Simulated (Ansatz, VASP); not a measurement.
# Two plane-wave programs on ScAl2N3

```
Sc Al N
1.0
     3.92355    0.00000    0.00000
    -1.96177    3.39789    0.00000
     0.00000    0.00000    7.20202
Sc Al N
1 2 3
Direct
  0.00000 0.00000 0.50000
  0.33333 0.66667 0.00000
  0.66667 0.33333 0.00000
  0.00000 0.00000 0.00000
  0.33333 0.66667 0.50000
  0.66667 0.33333 0.50000
```

Alike in both runs: task single point; functional PBE; k mesh 6 × 6 × 4; occupations gaussian, width 0.1 eV; collinear spin.

|  | VASP | Ansatz |
| --- | --- | --- |
| version | VASP 6.6.1 | Ansatz 0.2.0 |
| potentials or method | VASP PAW PBE potentials, release 64 (Sc_sv, Al, N), cutoff 520 eV | scalar-relativistic, plane waves, PAW |
| valence electrons in the cell | 32 | 32 |

```csv
,VASP,Ansatz,Ansatz less VASP
gap on the k mesh at the Fermi level (eV),none,none,-
pressure (GPa),3.0,2.8,-0.13
"traceless stress, the component that is largest in VASP (GPa)",-11.80,-11.61,+0.197
net moment per atom (μB),0.00,0.00,-0.001
```

A gap of «none» marks a metal or a gap that the smearing closes. Ansatz's warnings: seeded moment not kept.
